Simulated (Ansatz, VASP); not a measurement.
**Two plane-wave programs on MgPt2O3**

```xyz
6
Lattice="3.0569 0.0000 0.0000 -1.5285 2.6474 0.0000 0.0000 0.0000 8.1479" Properties=species:S:1:pos:R:3 pbc="T T T"
Mg    0.0000    0.0000    0.0000
Pt    0.0000    1.7649    5.5238
Pt    1.5285    0.8825    2.6241
O     0.0000    1.7649    1.1050
O     1.5285    0.8825    7.0428
O     0.0000    0.0000    4.0739
```

Alike in both runs: task single point; functional r2SCAN; dispersion rVV10; k mesh 12 × 12 × 4; occupations fermi-dirac, width 0.03 eV; no spin polarisation.

|  | VASP | Ansatz |
| --- | --- | --- |
| version | VASP 6.6.1 | Ansatz 0.2.0 |
| potentials or method | VASP PAW PBE potentials, release 64 (Mg, Pt, O) | plane waves, PAW |
| plane-wave cutoff (eV) | 660 | 500 |
| valence electrons in the cell | 40 | 64 |

VASP gave:

* pressure (GPa): 0.5
* traceless stress, the component that is largest in VASP (GPa): 0.13
* rms of the force components (eV/Å): 0.032

Which values does Ansatz return?

Pressure (GPa): 0.0; traceless stress, the component that is largest in VASP (GPa): 0.01; rms of the force components (eV/Å): 0.000.

VASP's potentials were made for PBE, not for r2SCAN. Atom by atom the forces differ by 0.032 eV/Å (rms over components). VASP's potentials hold 40 valence electrons a cell and Ansatz's 64, so a difference there can come from the potentials and not from the codes.

Spin-orbit coupling is off throughout.
